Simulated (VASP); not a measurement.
# PtSeS4 (P-6m2) in VASP: a series of runs, part 2 of 2

VASP 6.6.1. Earlier steps stand in the parts before.

## 5. Relaxation of cell and atoms, PBE

This run uses another cell than the first one, of 23.59 Å³/atom.

The input, INCAR:

```
PREC = Accurate ; ENCUT = 600
EDIFF = 1E-6 ; ISMEAR = 0
SIGMA = 0.1 ; LREAL = False
LASPH = True ; NELM = 60
ALGO = Normal ; ISIF = 3
LWAVE = False ; LCHARG = False
GGA = PE ; IBRION = 2
NSW = 90 ; EDIFFG = -0.04
```

The input, KPOINTS:

```
Automatic mesh
0
Gamma
  3 3 4
```

The input, POSCAR:

```
PtSeS4
1.0
    5.8273217300      0.0000000000      0.0000000000
   -2.9136608700      5.0466086600      0.0000000000
    0.0000000000      0.0000000000      4.8139557100
Pt Se S
1 1 4
Direct
    0.3333333300      0.6666666700      0.0000000000
    0.0000000000      0.0000000000      0.0000000000
    0.6666666700      0.3333333300      0.0000000000
    0.4993275100      0.9986550200      0.5000000000
    0.0013449800      0.5006724900      0.5000000000
    0.4993275100      0.5006724900      0.5000000000
```

Potentials or basis: VASP PAW PBE potentials, release 64 (Pt, Se, S).

The run is started by

```sh
$ cat potpaw_PBE.64/Pt/POTCAR potpaw_PBE.64/Se/POTCAR potpaw_PBE.64/S/POTCAR > POTCAR
$ mpirun -np 1 vasp_std > vasp.out
```

OUTCAR:

```text
PREC = Accurate
   ENCUT = 600
   EDIFF = 1E-6
   ISMEAR = 0
   LREAL = False
   LASPH = True
   NELM = 60
   ISIF = 3
   GGA = PE
   IBRION = 2
   NSW = 90
   EDIFFG = -0.04

 ion  position               nearest neighbor table
   1  0.333  0.667  0.000-   5 2.93   5 2.93   4 2.93   4 2.93   6 2.93   6 2.93
   2  0.000  0.000  0.000-
   3  0.667  0.333  0.000-
   4  0.499  0.999  0.500-   1 2.93   1 2.93
   5  0.001  0.501  0.500-   1 2.93   1 2.93
   6  0.499  0.501  0.500-   1 2.93   1 2.93

  LATTYP: Found a hexagonal cell.
 ALAT       =     5.8273217300
 C/A-ratio  =     0.8261008973

  Lattice vectors:

 A1 = (   5.8273217300,   0.0000000000,   0.0000000000)
 A2 = (  -2.9136608700,   5.0466086600,   0.0000000000)
 A3 = (   0.0000000000,   0.0000000000,   4.8139557100)

Analysis of symmetry for initial positions (statically):
=====================================================================
 Subroutine PRICEL returns:
 Original cell was already a primitive cell.

 Routine SETGRP: Setting up the symmetry group for a
 hexagonal supercell.

[... 151 lines left out ...]

 number of electron      39.9999997 magnetization

 Free energy of the ion-electron system (eV)
  ---------------------------------------------------
  ext. energy  EPLUGINS =         0.00000000
  ---------------------------------------------------
  free energy    TOTEN  =       -18.23015676 eV

  energy without entropy =      -18.17812086  energy(sigma->0) =      -18.20413881

------------------------ aborting loop because EDIFF is reached ----------------------------------------

  FORCE on cell =-STRESS in cart. coord.  units (eV):
  Direction    XX          YY          ZZ          XY          YZ          ZX
  --------------------------------------------------------------------------------------
  -------------------------------------------------------------------------------------
  Total      -10.1385735    -10.1385735    -14.1123182      0.0000000      0.0000000      0.0000000
  in kB     -114.7404952   -114.7404954   -159.7122492      0.0000001      0.0000000      0.0000000
  external PRESSURE =    -129.7310799 kB  Pullay stress =       0.0000000 kB
[... 604 lines left out ...]
     23       4.5842      0.00000
     24       6.2355      0.00000

[... ionic steps 4 to 18 ...]

--------------------------------------- Ionic step       19  -------------------------------------------

 number of electron      39.9999999 magnetization

------------------------ aborting loop because EDIFF is reached ----------------------------------------
[... 75 lines left out ...]
--------------------------------------- Ionic step       21  -------------------------------------------

 number of electron      39.9999999 magnetization

 Free energy of the ion-electron system (eV)
  ---------------------------------------------------
  ext. energy  EPLUGINS =         0.00000000
  ---------------------------------------------------
  free energy    TOTEN  =       -22.36776310 eV

  energy without entropy =      -22.34892526  energy(sigma->0) =      -22.35834418

 E-fermi :   5.2770     XC(G=0): -10.3098

 val. band max:        5.1381165694   @ k =   0.3333  -0.0000   0.2500
 cond. band min:       5.2816270936   @ k =   0.0000   0.0000   0.2500
 fundamental gap:      0.1435105242
 Fermi energy:         5.2769961811
[... 274 lines left out ...]
  FREE ENERGIE OF THE ION-ELECTRON SYSTEM (eV)
  ---------------------------------------------------
  free  energy   TOTEN  =       -22.3677631005 eV

  energy  without entropy=      -22.3489252597  energy(sigma->0) =      -22.35834418

 reached required accuracy - stopping structural energy minimisation
```

It took 6 min on 1 thread of Intel Xeon 6975P-C (Granite Rapids), shared host; peak memory 0.33 GiB.

What came out:

```yaml
Free_energy: -22.3678 eV
Relaxed_volume: 19.56 Å³/atom
Relaxed_cell: a = 6.529 Å, b = 6.529 Å, c = 3.179 Å, α = 90.00°, β = 90.00°, γ = 120.00°
Space_group_after_relaxing_to_0.1_Å: P-6m2 (No. 187)
Energy_gained_by_relaxing: 689.6 meV/atom
Ionic_steps: 21
Pressure_after_relaxing: 0.0 GPa
Largest_force_after_relaxing: 0.025 eV/Å
Band_gap_on_the_k_mesh: zero (bands 20 and 21 overlap by 1.57 eV)
```

Forces in eV/Å, atoms in the order of the input:
```
Pt   0.000  0.000  0.000
Se   0.000  0.000  0.000
S    0.000  0.000  0.000
S    0.000 -0.025  0.000
S    0.022  0.012  0.000
S   -0.022  0.012  0.000
```

The path:
```csv
step,energy change (eV),largest force (eV/Å),pressure (GPa),volume (Å³)
1,0.0000,0.7927,-12.97,141.57
2,-2.0769,0.5353,0.42,105.88
3,-2.0776,0.5223,0.82,105.43
4,-2.2023,0.3440,1.39,105.52
5,-2.3944,0.7126,6.94,105.24
6,-2.4542,0.7697,6.61,106.16
7,-2.6476,0.9640,5.69,108.91
8,-3.0035,1.4088,4.20,114.21
9,-3.1572,2.6506,4.84,123.95
10,-3.3811,1.8731,0.48,131.15
11,-3.4112,1.4852,-1.38,135.01
12,-3.5154,1.3930,-1.49,133.15
13,-3.7865,1.1057,-1.49,127.66
14,-4.0746,0.2606,0.08,117.09
15,-4.0747,0.1776,0.27,116.40
16,-4.1231,0.0617,0.42,116.29
17,-4.1348,0.0280,0.61,116.18
18,-4.1348,0.0325,0.62,116.18
19,-4.1367,0.0876,-0.23,117.45
20,-4.1369,0.0770,-0.07,117.19
21,-4.1376,0.0249,-0.01,117.35
```

Final structure:
```
Pt Se S
1.0
     6.52864    0.00000    0.00000
    -3.26432    5.65397    0.00000
     0.00000    0.00000    3.17924
Pt Se S
1 1 4
Direct
  0.33333 0.66667 0.00000
  0.00000 0.00000 0.00000
  0.66667 0.33333 0.00000
  0.49457 0.98913 0.50000
  0.01087 0.50543 0.50000
  0.49457 0.50543 0.50000
```

Caveat: the k points lie up to 0.49 Å⁻¹ apart in the final cell, too coarse for converged energies and pressures of a metal; the volume moved by over 15 % at a fixed basis, so the end points are rough; spin-orbit coupling is left out, which moves the levels of the heavy elements.

## 6. Overview

```tsv
task	cell	k mesh	cutoff (eV)	gap on the mesh (eV)	pressure (GPa)	largest force (eV/Å)
single point	a = 6.522, b = 6.522, c = 3.184 Å, angles 90.0, 90.0, 120.0°, 6 atoms, atomic positions A	3 × 3 × 4	520	none	0.0	0.01
single point	a = 5.827, b = 5.827, c = 4.814 Å, angles 90.0, 90.0, 120.0°, 6 atoms, atomic positions B	3 × 3 × 4	520	none	-13.0	0.79
single point	a = 6.567, b = 6.567, c = 3.147 Å, angles 90.0, 90.0, 120.0°, 6 atoms, atomic positions A	3 × 3 × 6	520	none	-0.2	-
relaxation of cell and atoms	relaxed from a = 5.827, b = 5.827, c = 4.814 Å, angles 90.0, 90.0, 120.0°, 6 atoms, atomic positions B	3 × 3 × 4	600	none	0.0	0.02
```

Alike in all rows: level PBE; potentials or basis VASP PAW PBE potentials, release 64 (Pt, Se, S); no spin polarisation; smearing gaussian 0.1 eV.

Caveats: all runs use coarse meshes; spin-orbit coupling is left out, which moves the levels of the heavy elements; the volume moved by over 15 % at a fixed basis, so the end points are rough (at least some runs).

Total energies depend on the potentials used, so only differences within one code and one set of settings carry meaning.
